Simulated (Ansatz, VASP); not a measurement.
**Two plane-wave programs on Pd**

The input INCAR:

```
SYSTEM = Pd
PREC = Accurate
ENCUT = 520
EDIFF = 1E-6
ISMEAR = -1
SIGMA = 0.01
LREAL = .False.
LASPH = .True.
NELM = 150
ALGO = Normal
ISIF = 2
LWAVE = .False.
LCHARG = .False.
ISPIN = 2
MAGMOM = 0.288
LORBIT = 11
LMAXMIX = 4
GGA = PE
NBANDS = 15
```

File KPOINTS:

```
Automatic mesh
0
Gamma
  14 14 14
  0 0 0
```

The input POSCAR:

```
Pd
1.0
    0.0000000000      1.9737080107      1.9737080107
    1.9737080107      0.0000000000      1.9737080107
    1.9737080107      1.9737080107      0.0000000000
Pd
1
Direct
    0.0000000000      0.0000000000      0.0000000000
```

Input for Ansatz:

```yaml
crystal:
  lattice:
    - [0.0, 1.9737080107, 1.9737080107]
    - [1.9737080107, 0.0, 1.9737080107]
    - [1.9737080107, 1.9737080107, 0.0]
  atoms:
    - { symbol: Pd, position: [0.0, 0.0, 0.0], spin: 0.288 }
hamiltonian:
  xc: pbe
  pseudopotentials:
    kind: paw
    azcp:
      Pd: "pseudopotentials/Pd.paw.azcp"
basis:
  ecutwfc: 420
  fft_grid_basis: typed
kpoints:
  mp_grid: { grid: [14, 14, 14], shift: [0, 0, 0] }
magnetization:
  spin_polarized: true
scf:
  occupations: { method: fermi_dirac, width: 0.01 }
  lower_state_search: "off"
output:
  stress: true
  write_density: true
  write_potential: true
  elf: true
  volumetric_format: npy
```

Alike in both runs: task single point; functional PBE; k mesh 14 × 14 × 14; occupations fermi-dirac, width 0.01 eV; collinear spin.

|  | VASP | Ansatz |
| --- | --- | --- |
| version | VASP 6.6.1 | Ansatz 0.2.0 |
| potentials or method | VASP PAW PBE potentials, release 64 (Pd), cutoff 520 eV | plane waves (420 eV) with PAW, scalar-relativistic |
| valence electrons in the cell | 10 | 18 |

|  | VASP | Ansatz | Ansatz less VASP |
| --- | --- | --- | --- |
| pressure (GPa) | -0.3 | 0.0 | +0.30 |
| net moment per atom (μB) | 0.46 | 0.46 | -0.002 |
| size of the moment on the site where the two differ most (μB) | 0.46 | 0.47 | +0.005 |

Site moments also hang on the region over which each program counts them. VASP's potentials hold 10 valence electrons a cell and Ansatz's 18, so a difference there can come from the potentials and not from the codes.
